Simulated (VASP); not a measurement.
Set up this calculation in VASP 6.6.1, as the native input.

| Item | Value |
| --- | --- |
| Task | single point |
| Functional | r2SCAN |
| Potentials or basis | VASP PAW PBE potentials, release 64 (Al, O) |
| Cutoff | 520 eV |
| k mesh | 12 × 12 × 4 |
| Occupations | gaussian, width 0.05 eV |
| Spin | no spin polarisation |
| Dipole correction | no |
| Further INCAR settings | ALGO = Normal; EDIFF = 1e-07; NBANDS = 20 |

Crystal: Al2O3.

```
Al O
1.0
     3.13818    0.00000    0.00000
    -1.56909    2.71775    0.00000
     0.00000    0.00000    7.27165
Al O
2 3
Cartesian
  0.0000 0.0000 2.0212
  0.0000 0.0000 5.2505
  0.0000 1.8118 1.4504
  1.5691 0.9059 5.8213
  0.0000 0.0000 3.6358
```

This cell differs from its parent crystal: strain +0.040 along x and y, -0.040 along z.

One way to write it, as run:

POSCAR

```
Al2O3
1.0
    3.1381818458      0.0000000000      0.0000000000
   -1.5690909229      2.7177452001      0.0000000000
    0.0000000000      0.0000000000      7.2716505621
Al O
2 3
Direct
    0.0000000000      0.0000000000      0.2779510000
    0.0000000000      0.0000000000      0.7220490000
    0.3333333333      0.6666666667      0.1994540000
    0.6666666667      0.3333333333      0.8005460000
    0.0000000000      0.0000000000      0.5000000000
```

INCAR.step1

```
SYSTEM = Al2O3
PREC = Accurate
ENCUT = 520
ISMEAR = 0
SIGMA = 0.05
LREAL = .FALSE.
LASPH = .TRUE.
NELM = 60
NBANDS = 20
GGA = PE
ALGO = Normal
EDIFF = 1E-4
LWAVE = .TRUE.
LCHARG = .FALSE.
```

INCAR.step2

```
SYSTEM = Al2O3
PREC = Accurate
ENCUT = 520
EDIFF = 1E-7
ISMEAR = 0
SIGMA = 0.05
LREAL = .FALSE.
LASPH = .TRUE.
NELM = 60
ALGO = Normal
ISIF = 2
LWAVE = .FALSE.
LCHARG = .FALSE.
METAGGA = R2SCAN
LMIXTAU = .TRUE.
NBANDS = 20
ISTART = 1
```

KPOINTS

```
Automatic mesh
0
G
  12 12 4
  0 0 0
```

Potentials or basis: VASP PAW PBE potentials, release 64 (Al, O).

The run is started by

```bash
$ cat potpaw_PBE.64/Al/POTCAR potpaw_PBE.64/O/POTCAR > POTCAR
$ cp INCAR.step1 INCAR
$ mpirun -np 1 vasp_std > vasp.out
$ cp INCAR.step2 INCAR
$ mpirun -np 1 vasp_std > vasp.out
```

Results of the run:

- Pressure: -7.4 GPa
- Largest force: 2.713 eV/Å
- Band gap on the k mesh: 3.48 eV

Caveat: the cell differs from its parent crystal (strain +0.040 along x and y, -0.040 along z); the stress differs along the axes, from -19 to 17 GPa; the PAW data sets were made with another functional, which shifts forces and pressure a little.

Run time: 3.8 min on 1 thread of Intel Xeon 6975P-C, with other jobs on the host, peak memory 0.22 GiB.
